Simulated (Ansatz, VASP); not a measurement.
Lu: VASP beside Ansatz

```
CELL_PARAMETERS angstrom
3.50669 0.00000 0.00000
-1.75334 3.03688 0.00000
0.00000 0.00000 5.46162
ATOMIC_POSITIONS crystal
Lu 0.33333 0.66667 0.75000
Lu 0.66667 0.33333 0.25000
```

Alike in both runs: functional PBE; k mesh 15 × 15 × 8; occupations gaussian, width 0.1 eV; no spin polarisation.

Ansatz relaxed the structure, and its values are those at the end. VASP's run is a single point on that final structure, the one shown.

|  | VASP | Ansatz |
| --- | --- | --- |
| version | VASP 6.6.1 | Ansatz 0.2.0 |
| potentials or method | VASP PAW PBE potentials, release 64 (Lu), cutoff 520 eV | scalar-relativistic, plane waves, PAW |
| valence electrons in the cell | 50 | 50 |

```tsv
	VASP	Ansatz	Ansatz less VASP
gap on the k mesh at the Fermi level (eV)	none	none	-
pressure (GPa)	0.1	0.0	-0.07
```

A gap of «none» marks a metal or a gap that the smearing closes. With one functional, cell and mesh, what is left measures potentials, basis and numerics.

Spin-orbit coupling is off throughout.
